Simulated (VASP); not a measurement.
Runs of VASP 6.6.1 on PbS. The structure is that of space group F-43m (No. 216), or close to it. The cells are those of the table. 

```csv
level,cell,gap on the mesh (eV),pressure (GPa)
PBE,"a = 4.701 Å, angles 60.0°, 2 atoms",0.89,-0.1
PBE,"a = 4.852 Å, angles 60.0°, 2 atoms",1.06,-2.8
r2SCAN,"a = 4.701 Å, angles 60.0°, 2 atoms",1.05,-0.8
PBE,"a = 4.669 Å, angles 60.0°, 2 atoms",(a),0.7
PBEsol,"a = 4.701 Å, angles 60.0°, 2 atoms",(b),-1.7
```

Alike in all rows: task single point; potentials or basis VASP PAW PBE potentials, release 64 (Pb_d, S); no spin polarisation; k mesh 10 × 10 × 10; cutoff (eV) 520; smearing gaussian 0.05 eV.

**Question.** Fill in the values left out.

**Answer.** (a) 0.84; (b) 0.80.

Caveats: spin-orbit coupling is left out, which moves the levels of the heavy elements; the PAW data sets were made with another functional, which shifts forces and pressure a little (some runs).

A k mesh can miss the band edges, and the runs leave out spin-orbit coupling on Pb.
